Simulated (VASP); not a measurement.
The system is ScGa3P2.

```xyz
6
Lattice="6.0153 0.0000 0.0000 -3.0076 5.2094 0.0000 0.0000 0.0000 3.4816" Properties=species:S:1:pos:R:3 pbc="T T T"
Sc    0.0000    0.0000    0.0000
Ga    3.0076    0.0000    1.7408
Ga   -1.5038    2.6047    1.7408
Ga    1.5038    2.6047    1.7408
P     3.0076    1.7365    0.0000
P     0.0000    3.4729    0.0000
```

The cell was generated, and may not be a known phase.

```yaml
Program: VASP 6.6.1
Task: relaxation of cell and atoms
Functional: PBE
Potentials_or_basis: VASP PAW PBE potentials, release 64 (Sc_sv, Ga_d, P)
Cutoff: 600 eV
k_mesh: 3 × 3 × 6
Occupations: gaussian, width 0.1 eV
Spin: no spin polarisation
```

At the start: pressure 5.9 GPa; volume 18.18 Å³/atom.

Problem. Where does the relaxation end?

Solution. Over 18 steps the energy falls by 219.6 meV/atom and the volume is 17.98 Å³/atom (-1.1 %); space group P6/mmm (No. 191, to 0.1 Å) before and after.

The path:
```tsv
step	energy change (eV)	largest force (eV/Å)	pressure (GPa)	volume (Å³)
1	0.0000	0.0000	5.90	109.10
2	-0.2151	0.0000	-1.55	119.96
3	-0.2177	0.0000	-0.84	118.75
4	-0.2572	0.0000	-0.71	117.84
5	-0.4325	0.0000	0.10	114.92
6	-0.8114	0.0000	1.69	108.17
7	-0.1923	0.0000	20.26	91.83
8	-0.8508	0.0000	2.53	106.00
9	-1.1114	0.0000	7.15	99.20
10	-1.0385	0.0000	9.26	97.52
11	-1.1008	0.0000	7.67	98.73
12	-1.2506	0.0000	3.65	102.90
13	-1.3037	0.0000	-1.09	109.49
14	-1.3082	0.0000	-0.26	108.12
15	-1.3082	0.0000	-0.14	107.92
16	-1.3126	0.0000	-0.03	107.91
17	-1.3176	0.0000	0.37	107.85
18	-1.3177	0.0000	0.33	107.86
```

Final structure:
```cif
data_structure
_symmetry_space_group_name_H-M 'P 1'
_symmetry_Int_Tables_number 1
_cell_length_a 5.1474
_cell_length_b 5.1474
_cell_length_c 4.7006
_cell_angle_alpha 90.000
_cell_angle_beta 90.000
_cell_angle_gamma 120.000
_cell_volume 107.86
loop_
_atom_site_label
_atom_site_type_symbol
_atom_site_fract_x
_atom_site_fract_y
_atom_site_fract_z
_atom_site_occupancy
Sc1 Sc 0.00000 0.00000 0.00000 1
Ga1 Ga 0.50000 0.00000 0.50000 1
Ga2 Ga 0.00000 0.50000 0.50000 1
Ga3 Ga 0.50000 0.50000 0.50000 1
P1 P 0.66667 0.33333 0.00000 1
P2 P 0.33333 0.66667 0.00000 1
```

Caveat: the k points lie up to 0.47 Å⁻¹ apart in the final cell, too coarse for converged energies and pressures of a metal; a cell axis changed by over 15 % at a fixed basis, so the end point is rough.
